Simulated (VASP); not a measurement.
CdTe:

```xyz
2
Lattice="0.0000 3.2050 3.2050 3.2050 0.0000 3.2050 3.2050 3.2050 0.0000" Properties=species:S:1:pos:R:3 pbc="T T T"
Cd    0.0000    0.0000    0.0000
Te    4.8075    4.8075    4.8075
```

Base run:

- Program: VASP 6.6.1
- Functional: r2SCAN
- Potentials or basis: VASP PAW PBE potentials, release 64 (Cd, Te)
- Cutoff: 520 eV
- k mesh: 9 × 9 × 9
- Occupations: fermi-dirac, width 0.08 eV
- Spin: no spin polarisation

Its results: band gap on the k mesh 1.38 eV; pressure 3.4 GPa.

After a change of settings the same cell gave: band gap on the k mesh 0.65 eV; pressure 0.2 GPa. Which change was it?
A. functional from r2SCAN to PBEsol
B. functional from r2SCAN to revPBE; further incar settings from ALGO = Normal; EDIFF = 1e-08; NBANDS = 16 to ALGO = Normal; EDIFF = 1e-06; NBANDS = 16
C. functional from r2SCAN to PBE; further incar settings from ALGO = Normal; EDIFF = 1e-08; NBANDS = 16 to ALGO = Normal; EDIFF = 1e-06; NBANDS = 16
D. functional from r2SCAN to LDA; potentials or basis from VASP PAW PBE potentials, release 64 (Cd, Te) to VASP PAW LDA potentials, release 64 (Cd, Te)

D.

Caveats: spin-orbit coupling is left out, which moves the levels of the heavy elements; the cell stands under pressure (at least some runs); the PAW data sets were made with another functional, which shifts forces and pressure a little (at least some runs).
